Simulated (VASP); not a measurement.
A run of VASP 6.6.1 is set up as follows.

INCAR

```
SYSTEM = SnO2
  PREC = Accurate
  ENCUT = 520
  EDIFF = 1E-6
  ISMEAR = 0
  SIGMA = 0.02
  LREAL = .False.
  LASPH = .True.
  NELM = 60
  ALGO = Normal
  ISIF = 2
  LWAVE = .False.
  LCHARG = .False.
  NBANDS = 35
```

Contents of KPOINTS:

```
regular mesh
0
Gamma
  6 6 8
  0 0 0
```

Contents of POSCAR:

```
SnO2
1.0
    4.7212714757      0.0000000000      0.0000000000
    0.0000000000      4.7242464866      0.0000000000
    0.0000000000      0.0000000000      3.1262190150
Sn O
2 4
Direct
    0.5000000000      0.5000000000      0.5000000000
    0.0000000000      0.0000000000      0.0000000000
    0.3045994980      0.3054627047      0.0000000000
    0.8045994980      0.1945372953      0.5000000000
    0.1954005020      0.8054627047      0.5000000000
    0.6954005020      0.6945372953      0.0000000000
```

Potentials or basis: VASP PAW LDA potentials, release 64 (Sn_d, O).

Command:

```console
$ cat potpaw_LDA.64/Sn_d/POTCAR potpaw_LDA.64/O/POTCAR > POTCAR
$ mpirun -np 1 vasp_std > vasp.out
```

Problem. Predict the band gap on the k mesh.

Solution. 1.48 eV.

Problem. Estimate the largest force.

Solution. 0.029 eV/Å.

Forces in eV/Å, atoms in the order of the input:
```
Sn   0.000  0.000  0.000
Sn   0.000  0.000  0.000
O   -0.020 -0.021  0.000
O   -0.020  0.021  0.000
O    0.020 -0.021  0.000
O    0.020  0.021  0.000
```

Caveat: the cell differs from its parent crystal (strain along c alone, the other axes held: -2.0 %, then relaxed in part); spin-orbit coupling is left out, which moves the levels of the heavy elements.
